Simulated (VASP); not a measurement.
Runs of VASP 6.6.1 on HgTe. The structure is that of space group F-43m (No. 216), or close to it. The cells are those of the table. 

```csv
task,cell,gap on the mesh (eV),pressure (GPa)
electric field gradients,"a = 4.559 Å, angles 60.0°, 2 atoms",none,4.2
single point,"a = 4.513 Å, angles 60.0°, 2 atoms",none,5.9
single point,"a = 4.559 Å, angles 60.0°, 2 atoms",-,4.2
electric field gradients,"a = 4.595, b = 4.595, c = 4.492 Å, angles 60.7, 60.7, 58.5°, 2 atoms",none,(a)
single point,"a = 4.648 Å, angles 60.0°, 2 atoms",none,1.4
single point,"a = 4.604 Å, angles 60.0°, 2 atoms",none,2.6
electric field gradients,"a = 4.466 Å, angles 60.0°, 2 atoms",none,8.0
electric field gradients,"a = 4.648 Å, angles 60.0°, 2 atoms",none,1.4
electric field gradients,"a = 4.513 Å, angles 60.0°, 2 atoms",none,5.9
```

Alike in all rows: level PBE; potentials or basis VASP PAW PBE potentials, release 64 (Hg, Te); no spin polarisation; k mesh 9 × 9 × 9; cutoff (eV) 520; smearing fermi-dirac 0.05 eV.

Fill in the values left out.

(a) 4.1.

Caveats: spin-orbit coupling is left out, which moves the levels of the heavy elements.

A k mesh can miss the band edges, and the runs leave out spin-orbit coupling on Hg, Te.

A gap of «none» marks levels without a gap at the run's occupations.
